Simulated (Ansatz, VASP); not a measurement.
## One calculation of As2Pb, two programs

```
CELL_PARAMETERS angstrom
3.91073 -0.00035 0.00014
-0.00038 3.91113 -0.00379
0.00034 -0.01064 11.04404
ATOMIC_POSITIONS crystal
As 0.49953 0.49772 0.35334
As 0.50067 0.50163 0.85333
As 0.50025 0.50240 0.14668
As 0.49972 0.49810 0.64666
Pb 0.99907 0.99592 0.50000
Pb 0.00076 0.00422 0.99999
```

Change from the starting cell: cell x2, atoms moved at random (sigma 0.15 Å) and cell strained at random (1.5 %), then relaxed without symmetry.

Alike in both runs: functional PBE; k mesh 6 × 6 × 2; occupations gaussian, width 0.2 eV; no spin polarisation.

Ansatz relaxed the structure, and its values are those at the end. VASP's run is a single point on that final structure, the one shown.

|  | VASP | Ansatz |
| --- | --- | --- |
| version | VASP 6.6.1 | Ansatz 0.2.0 |
| potentials or method | VASP PAW PBE potentials, release 64 (As, Pb_d), cutoff 520 eV | scalar-relativistic, plane waves, PAW |
| valence electrons in the cell | 48 | 88 |

```csv
,VASP,Ansatz,Ansatz less VASP
gap on the k mesh at the Fermi level (eV),none,none,-
pressure (GPa),0.1,0.0,-0.10
rms of the force components (eV/Å),0.032,0.001,-0.0304
```

A gap of «none» marks a metal or a gap that the smearing closes. VASP's potentials hold 48 valence electrons a cell and Ansatz's 88, so a difference there can come from the potentials and not from the codes.

Spin-orbit coupling is off throughout.
